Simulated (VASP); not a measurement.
# Li3Hg2 (P4/mmm) in VASP: notebook

The runs below take Li3Hg2 through single point, relaxation of cell and atoms, with PBE.

All numbers are computed with VASP 6.6.1; they aren't measurements. Logs are shortened: lines on timing, memory, paths and dates and some standing lists are left out, and cuts for length are marked.

## Step 1: The cell of the first run

Symmetry: P4/mmm, No. 123, tetragonal system. Conventional cell: a = 3.826 Å, b = 3.826 Å, c = 6.896 Å, α = 90.00°, β = 90.00°, γ = 90.00°. Li (site symmetry mmm) has 4 Li at 2.71 Å and 4 Hg at 2.77 Å within 3.6 Å. Li (site symmetry 4/mmm) has 8 Hg at 3.06 Å and 12 Li at 3.83 to 3.94 Å within 4.0 Å. Within 4.1 Å of Hg (site symmetry 4mm) lie 8 Li at 2.77 to 3.06 Å and 6 Hg at 2.88 to 4.02 Å.

The cell was generated, and may not be a known phase.

## Step 2: Single point, PBE

INCAR

```
SYSTEM = Li3Hg2
ALGO = Fast ; EDIFF = 1E-6
ENCUT = 520 ; GGA = PE
ISIF = 2 ; ISMEAR = 0
LASPH = .True. ; LCHARG = .False.
LREAL = .False. ; LWAVE = .False.
NBANDS = 24 ; NELM = 100
PREC = Accurate ; SIGMA = 0.1
```

KPOINTS

```
k-points
0
Gamma
  10 10 6
  0 0 0
```

POSCAR

```
Li3Hg2
1.0
    3.8262199594      0.0000000000      0.0000000000
    0.0000000000      3.8262199594      0.0000000000
    0.0000000000      0.0000000000      6.8957707751
Li Hg
3 2
Direct
    0.5000000000      0.0000000000      0.0000000000
    0.0000000000      0.5000000000      0.0000000000
    0.5000000000      0.5000000000      0.5000000000
    0.0000000000      0.0000000000      0.7085570934
    0.0000000000      0.0000000000      0.2914429066
```

Potentials or basis: VASP PAW PBE potentials, release 64 (Li_sv, Hg).

On the command line:

```
cat potpaw_PBE.64/Li_sv/POTCAR potpaw_PBE.64/Hg/POTCAR > POTCAR
mpirun -np 1 vasp_std > vasp.out
```

OUTCAR:

```text
SYSTEM = Li3Hg2
   EDIFF = 1E-6
   ENCUT = 520
   GGA = PE
   ISIF = 2
   ISMEAR = 0
   LASPH = .True.
   LREAL = .False.
   NELM = 100
   PREC = Accurate

 ion  position               nearest neighbor table
   1  0.500  0.000  0.000-   4 2.77   5 2.77   4 2.77   5 2.77
   2  0.000  0.500  0.000-   4 2.77   5 2.77   4 2.77   5 2.77
   3  0.500  0.500  0.500-   4 3.06   5 3.06   4 3.06   5 3.06   4 3.06   5 3.06   4 3.06   5 3.06

   4  0.000  0.000  0.709-   1 2.77   2 2.77   2 2.77   1 2.77   5 2.88   3 3.06   3 3.06   3 3.06
                             3 3.06
   5  0.000  0.000  0.291-   1 2.77   2 2.77   2 2.77   1 2.77   4 2.88   3 3.06   3 3.06   3 3.06
                             3 3.06

  LATTYP: Found a simple tetragonal cell.
 ALAT       =     3.8262199594
 C/A-ratio  =     1.8022410756

  Lattice vectors:

 A1 = (   3.8262199594,   0.0000000000,   0.0000000000)
 A2 = (   0.0000000000,   3.8262199594,   0.0000000000)
 A3 = (   0.0000000000,   0.0000000000,   6.8957707751)

Analysis of symmetry for initial positions (statically):
=====================================================================
 Subroutine PRICEL returns:
 Original cell was already a primitive cell.

 Routine SETGRP: Setting up the symmetry group for a
 simple tetragonal supercell.

 Subroutine GETGRP returns: Found 16 space group operations
 (whereof 16 operations were pure point group operations)
 out of a pool of 16 trial point group operations.

The static configuration has the point symmetry D_4h.

Analysis of symmetry for dynamics (positions and initial velocities):
=====================================================================
 Subroutine PRICEL returns:
 Original cell was already a primitive cell.

 Routine SETGRP: Setting up the symmetry group for a
 simple tetragonal supercell.

 Subroutine GETGRP returns: Found 16 space group operations
 (whereof 16 operations were pure point group operations)
 out of a pool of 16 trial point group operations.

The dynamic configuration has the point symmetry D_4h.

 Subroutine INISYM returns: Found 16 space group operations
 (whereof 16 operations are pure point group operations),
 and found     1 'primitive' translations

----------------------------------------------------------------------------------------

                                     Primitive cell

  volume of cell :     100.9538

  direct lattice vectors                    reciprocal lattice vectors
     3.826219959  0.000000000  0.000000000     0.261354551  0.000000000  0.000000000
     0.000000000  3.826219959  0.000000000     0.000000000  0.261354551  0.000000000
     0.000000000  0.000000000  6.895770775     0.000000000  0.000000000  0.145016421

  length of vectors
     3.826219959  3.826219959  6.895770775     0.261354551  0.261354551  0.145016421

  position of ions in fractional coordinates (direct lattice)
     0.500000000  0.000000000  0.000000000
     0.000000000  0.500000000  0.000000000
     0.500000000  0.500000000  0.500000000
     0.000000000  0.000000000  0.708557093
     0.000000000  0.000000000  0.291442907

  ion indices of the primitive-cell ions
   primitive index   ion index
                 1           1
                 2           2
                 3           3
                 4           4
                 5           5

----------------------------------------------------------------------------------------

 KPOINTS: k-points

Automatic generation of k-mesh.
 Grid dimensions read from file:
 generate k-points for:   10   10    6

 Generating k-lattice:

  Cartesian coordinates                     Fractional coordinates (reciprocal lattice)
     0.026135455  0.000000000  0.000000000     0.100000000  0.000000000  0.000000000
     0.000000000  0.026135455  0.000000000     0.000000000  0.100000000  0.000000000
     0.000000000  0.000000000  0.024169404     0.000000000  0.000000000  0.166666667

  Length of vectors
     0.026135455  0.026135455  0.024169404

  Shift w.r.t. Gamma in fractional coordinates (k-lattice)
     0.000000000  0.000000000  0.000000000

 Subroutine IBZKPT returns following result:
 ===========================================

 Found     84 irreducible k-points:

 Following reciprocal coordinates:
            Coordinates               Weight
  0.000000  0.000000  0.000000      1.000000
  0.100000  0.000000  0.000000      4.000000
  0.200000  0.000000  0.000000      4.000000
  0.300000  0.000000  0.000000      4.000000
  0.400000  0.000000  0.000000      4.000000
  0.500000  0.000000  0.000000      2.000000
[... 16 lines left out ...]
  0.100000  0.000000  0.166667      8.000000
  0.200000  0.000000  0.166667      8.000000
 [... further k-points ...]
   k-points           NKPTS =     84   k-points in BZ     NKDIM =     84   number of bands    NBANDS=     24
   number of dos      NEDOS =    301   number of ions     NIONS =      5
   total plane-waves  NPLWV =  42336
   dimension x,y,z NGX =    28 NGY =   28 NGZ =   54
   dimension x,y,z NGXF=    56 NGYF=   56 NGZF=  108
   ions per type =               3   2
   NGX,Y,Z   is equivalent  to a cutoff of  12.17, 12.17, 13.02 a.u.
   NGXF,Y,Z  is equivalent  to a cutoff of  24.33, 24.33, 26.04 a.u.
 SYSTEM =  Li3Hg2
   PREC   = accura    normal or accurate (medium, high low for compatibility)
   ISTART =      0    job   : 0-new  1-cont  2-samecut
   ICHARG =      2    charge: 1-file 2-atom 10-const
   ISPIN  =      1    spin polarized calculation?
   LNONCOLLINEAR =      F non collinear calculations
   LSORBIT =      F    spin-orbit coupling
   LASPH  =      T    aspherical Exc in radial PAW
   ENCUT  =  520.0 eV  38.22 Ry    6.18 a.u.   7.11  7.11 12.82*2*pi/ulx,y,z
   NELM   =    100;   NELMIN=  2; NELMDL= -5     # of ELM steps
   EDIFF  = 0.1E-05   stopping-criterion for ELM
   LREAL  =      F    real-space projection
   EDIFFG = 0.1E-04   stopping-criterion for IOM
   NSW    =      0    number of steps for IOM
   IBRION =     -1    ionic relax: 0-MD 1-quasi-New 2-CG
   NFREE  =      0    steps in history (QN), initial steepest desc. (CG)
   ISIF   =      2    stress and relaxation
   ISYM   =      2    0-nonsym 1-usesym 2-fastsym
   POTIM  = 0.5000    time-step for ionic-motion
   TEBEG  =    0.0;   TEEND  =   0.0 temperature during run
   PSTRESS=    0.0 pullay stress
   NELECT =      33.0000    total number of electrons
   NUPDOWN=      -1.0000    fix difference up-down
   EMIN   =  10.00;   EMAX   =-10.00  energy-range for DOS
   EFERMI =   0.00;   METHOD = LEGACY
   ISMEAR =     0;   SIGMA  =   0.10  broadening in eV -4-tet -1-fermi 0-gaus
   EFERMI_NEDOS =   21; number of points for ismear=-14 and -15
   IALGO  =     68    algorithm
   IMIX   =      4    mixing-type and parameters
     AMIX     =   0.40;   BMIX     =  1.00
     AMIX_MAG =   1.60;   BMIX_MAG =  1.00
  volume/ion in A,a.u.               =      20.19       136.25
  Fermi-wavevector in a.u.,A,eV,Ry     =   1.127730  2.131101 17.303558  1.271776
  Thomas-Fermi vector in A             =   2.264418
   LORBIT       =      0    0 simple, 1 ext, 2 COOP (PROOUT), +10 PAW based schemes
   GGA     = PE    functional components
   LHFCALC =     F    Hartree Fock is set to
   AEXX    =    0.0000 exact exchange contribution
   IVDW    =     0    specifies the selected vdW correction
   LEPSILON=     F    determine dielectric tensor
   LRPA    =     F    only Hartree local field effects (RPA)
 non-spin polarized calculation
 RMM-DIIS sequential band-by-band and
 Gauss-broadening in eV      SIGMA  =   0.10
  energy-cutoff  :      520.00
  volume of cell :      100.95
 maximum number of plane-waves:      2760
   NGX = 15   NGY = 15   NGZ = 25

 number of electron      33.0000036 magnetization

 Free energy of the ion-electron system (eV)
  ---------------------------------------------------
  ext. energy  EPLUGINS =         0.00000000
  ---------------------------------------------------
  free energy    TOTEN  =        -7.28067942 eV

  energy without entropy =       -7.27092868  energy(sigma->0) =       -7.27580405

 E-fermi :   1.8959     XC(G=0):  -8.9325

 val. band max:        1.8913462421   @ k =   0.5000   0.2000   0.1667
 cond. band min:       1.9035639631   @ k =   0.5000   0.4000   0.5000
 fundamental gap:      0.0122177210
 Fermi energy:         1.8959467124

 k-point     1 :       0.0000    0.0000    0.0000
  band No.  band energies     occupation
      1     -44.8877      2.00000
      2     -44.6428      2.00000
      3     -44.5969      2.00000
      4      -6.0891      2.00000
      5      -5.4733      2.00000
      6      -5.4733      2.00000
[... 16 lines left out ...]
     23       8.6328      0.00000
     24       8.6329      0.00000

 k-point     2 :       0.1000    0.0000    0.0000
  band No.  band energies     occupation
      1     -44.8877      2.00000
      2     -44.6416      2.00000
      3     -44.5979      2.00000
      4      -6.0864      2.00000
      5      -5.5003      2.00000
      6      -5.4699      2.00000
[... 16 lines left out ...]
     23       8.5073      0.00000
     24       8.7620      0.00000

 k-point     3 :       0.2000    0.0000    0.0000
  band No.  band energies     occupation
      1     -44.8876      2.00000
      2     -44.6383      2.00000
      3     -44.6011      2.00000
      4      -6.0798      2.00000
      5      -5.5589      2.00000
      6      -5.4608      2.00000
[... 16 lines left out ...]
     23       9.0245      0.00000
     24       9.1322      0.00000
[... 514 lines left out ...]
 k-point    23 :       0.1000    0.0000    0.1667
  band No.  band energies     occupation
      1     -44.8877      2.00000
      2     -44.6416      2.00000
      3     -44.5979      2.00000
      4      -6.0308      2.00000
      5      -5.4852      2.00000
      6      -5.4531      2.00000
[... 16 lines left out ...]
     23       8.5494      0.00000
     24       9.7401      0.00000

 k-point    24 :       0.2000    0.0000    0.1667
  band No.  band energies     occupation
      1     -44.8876      2.00000
      2     -44.6383      2.00000
      3     -44.6011      2.00000
      4      -6.0249      2.00000
      5      -5.5435      2.00000
      6      -5.4444      2.00000
[... 16 lines left out ...]
     23       9.0910      0.00000
     24       9.9678      0.00000

 [... further k-points ...]
[... 5 lines left out ...]
  --------------------------------------------------------------------------------------
  -------------------------------------------------------------------------------------
  Total       -0.0374521     -0.0374521      0.0300913      0.0000000     -0.0000000     -0.0000000
  in kB       -0.5943805     -0.5943805      0.4775615      0.0000000     -0.0000000     -0.0000000
  external PRESSURE =      -0.2370665 kB  Pullay stress =       0.0000000 kB

 VOLUME and BASIS-vectors are now :
 -----------------------------------------------------------------------------
  energy-cutoff  :      520.00
  volume of cell :      100.95
      direct lattice vectors                 reciprocal lattice vectors
     3.826219959  0.000000000  0.000000000     0.261354551  0.000000000  0.000000000
     0.000000000  3.826219959  0.000000000     0.000000000  0.261354551  0.000000000
     0.000000000  0.000000000  6.895770775     0.000000000  0.000000000  0.145016421

 POSITION                                       TOTAL-FORCE (eV/Angst)
 -----------------------------------------------------------------------------------
      1.91311      0.00000      0.00000         0.000000      0.000000     -0.000000
      0.00000      1.91311      0.00000         0.000000      0.000000     -0.000000
      1.91311      1.91311      3.44789         0.000000      0.000000     -0.000000
      0.00000      0.00000      4.88605         0.000000      0.000000      0.030041
      0.00000      0.00000      2.00972         0.000000      0.000000     -0.030041
 -----------------------------------------------------------------------------------
    total drift:                                0.000000      0.000000     -0.000000

  FREE ENERGIE OF THE ION-ELECTRON SYSTEM (eV)
  ---------------------------------------------------
  free  energy   TOTEN  =        -7.2806794179 eV

  energy  without entropy=       -7.2709286831  energy(sigma->0) =       -7.27580405
```

Run time: 4.2 min. Hardware: 1 thread of Oxide Virtual Turin-like, shared host; peak memory 0.28 GiB.

What came out:

* Free energy: -7.2807 eV
* Largest force: 0.030 eV/Å
* Band gap on the k mesh: zero (an odd number of electrons rules out a gap without spin polarisation)

Forces on the atoms (eV/Å):
```
Li   0.000  0.000  0.000
Li   0.000  0.000  0.000
Li   0.000  0.000  0.000
Hg   0.000  0.000  0.030
Hg   0.000  0.000 -0.030
```

Caveat: the cutoff is under 1.25 times the usual one of these potentials, so pressure, stress and relaxed cells hold a basis-set (Pulay) error; spin-orbit coupling is left out, which moves the levels of the heavy elements.

[end of part 1 of 2]
